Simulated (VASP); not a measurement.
# Al2O3: single point with PBE+D3(BJ)

Crystal: Al2O3.

```
CELL_PARAMETERS angstrom
2.81964 0.00000 0.00000
-1.40982 2.44188 0.00000
0.00000 0.00000 8.41167
ATOMIC_POSITIONS crystal
Al 0.00000 0.00000 0.27529
Al 0.00000 0.00000 0.72471
O 0.33333 0.66667 0.19534
O 0.66667 0.33333 0.80466
O 0.00000 0.00000 0.50000
```

This cell differs from its parent crystal: ratio of the length along z to the lengths across it x 1.2, volume and fractional coordinates fixed.

* Program: VASP 6.6.1
* Task: single point
* Functional: PBE
* Dispersion: D3(BJ)
* Potentials or basis: VASP PAW PBE potentials, release 64 (Al, O)
* Cutoff: 520 eV
* k mesh: 12 × 12 × 4
* Occupations: gaussian, width 0.05 eV
* Spin: no spin polarisation

* Pressure: 3.3 GPa
* Largest force: 4.432 eV/Å
* Band gap on the k mesh: 0.24 eV, direct
* Dispersion energy per atom: -0.172 eV

Forces in eV/Å, atoms in the order of the input:
```
Al   0.000  0.000  4.432
Al   0.000  0.000 -4.432
O    0.000  0.000 -0.197
O    0.000  0.000  0.197
O    0.000  0.000  0.000
```

Stress tensor (GPa, compression positive):
```
 27.68   0.00   0.00
  0.00  27.68   0.00
  0.00   0.00 -45.38
```

Levels at points of the mesh, in eV from the valence-band top:
| k point | band 10 | band 11 | band 12 | band 13 | band 14 | band 15 |
| --- | --- | --- | --- | --- | --- | --- |
| (0.00, 0.00, 0.00) | -4.63 | 0.00 | 0.00 | 0.24 | 2.66 | 5.02 |
| (0.50, 0.00, 0.00) | -4.50 | -3.44 | -0.69 | 2.04 | 3.63 | 6.05 |
| (0.00, 0.00, 0.50) | -5.00 | 0.00 | 0.00 | 0.95 | 1.81 | 6.11 |
| (0.50, 0.00, 0.50) | -4.48 | -3.43 | -0.69 | 2.27 | 3.34 | 5.65 |

Wall time 45 s on 1 thread of Intel(R) Xeon(R) 6975P-C (Granite Rapids) (shared host), peak memory 0.22 GiB.

Caveat: forces of over 1 eV/Å act on the atoms, so gaps and moduli don't describe the material at rest. A k mesh can miss the band edges.
